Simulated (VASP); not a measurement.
## Cd3Br2: single point with PBE

The system is Cd3Br2.

```xyz
5
Lattice="2.0220 1.1674 9.3728 -2.0220 1.1674 9.3728 0.0000 -2.3348 9.3728" Properties=species:S:1:pos:R:3 pbc="T T T"
Cd    0.0000    0.0000    0.0000
Cd    0.0000    0.0000    5.8908
Cd    0.0000    0.0000   22.2276
Br    0.0000    0.0000   11.2474
Br    0.0000    0.0000   16.8711
```

```yaml
Program: VASP 6.6.1
Task: single point
Functional: PBE
Potentials_or_basis: VASP PAW PBE potentials, release 64 (Cd, Br)
Cutoff: 520 eV
k_mesh: 6 × 6 × 6
Occupations: gaussian, width 0.1 eV
Spin: no spin polarisation
```

```json
{
  "Pressure": "5.2 GPa",
  "Largest force": "1.452 eV/Å",
  "Band gap on the k mesh": "zero (bands 25 and 26 overlap by 0.16 eV)"
}
```

Forces in eV/Å, atoms in the order of the input:
```
Cd   0.000  0.000  0.000
Cd   0.000  0.000 -1.452
Cd   0.000  0.000  1.452
Br   0.000  0.000  0.040
Br   0.000  0.000 -0.040
```

Stress tensor (GPa, compression positive):
```
5.03 0.00 0.00
0.00 5.03 0.00
0.00 0.00 5.55
```

Levels at points of the mesh, in eV from the Fermi level:
```tsv
k point	band 21	band 22	band 23	band 24	band 25	band 26	band 27	band 28	band 29	band 30
(0.00, 0.00, 0.00)	-3.78	-3.78	-3.61	-3.61	-0.24	-0.19	3.41	3.87	4.77	4.77
(0.50, 0.00, 0.00)	-4.40	-4.34	-4.03	-2.39	-0.71	0.08	1.25	2.99	3.03	4.22
(0.50, 0.50, 0.00)	-4.58	-4.49	-3.93	-1.83	-1.66	0.59	1.19	3.09	3.34	3.56
(0.50, 0.50, 0.50)	-3.80	-3.58	-3.58	-2.85	-2.12	1.23	2.36	4.42	4.42	5.29
```

It took 13 min on 1 thread of Oxide Virtual Turin-like Processor, with other jobs on the host, peak memory 0.7 GiB.

Caveat: the cell stands under pressure; forces of over 1 eV/Å act on the atoms, so gaps and moduli don't describe the material at rest.
